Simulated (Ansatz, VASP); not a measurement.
# Co in VASP and in Ansatz

```
Co
1.0
     0.00000    2.46944    2.46944
     2.46944    0.00000    2.46944
     2.46944    2.46944    0.00000
Co
2
Direct
  0.87500 0.87500 0.87500
  0.12500 0.12500 0.12500
```

Alike in both runs: functional PBE; k mesh 15 × 15 × 15; occupations fermi-dirac, width 0.05 eV; collinear spin.

Ansatz relaxed the structure, and its values are those at the end. VASP's run is a single point on that final structure, the one shown.

```csv
,VASP,Ansatz
version,VASP 6.6.1,Ansatz 0.2.0
potentials or method,"VASP PAW PBE potentials, release 64 (Co)","PAW with Ansatz's default frozen-core files, scalar-relativistic"
plane-wave cutoff (eV),520,420
valence electrons in the cell,18,34
```

|  | VASP | Ansatz | Ansatz less VASP |
| --- | --- | --- | --- |
| pressure (GPa) | 1.7 | 0.0 | -1.67 |
| net moment per atom (μB) | 0.94 | 0.57 | -0.373 |
| size of the moment on the site where the two differ most (μB) | 0.93 | 0.56 | -0.362 |

The net moments are unlike, so the other rows may belong to different states. Site moments also hang on the region over which each program counts them. VASP's potentials hold 18 valence electrons a cell and Ansatz's 34, so a difference there can come from the potentials and not from the codes. Ansatz's warnings: seeded moment not kept.
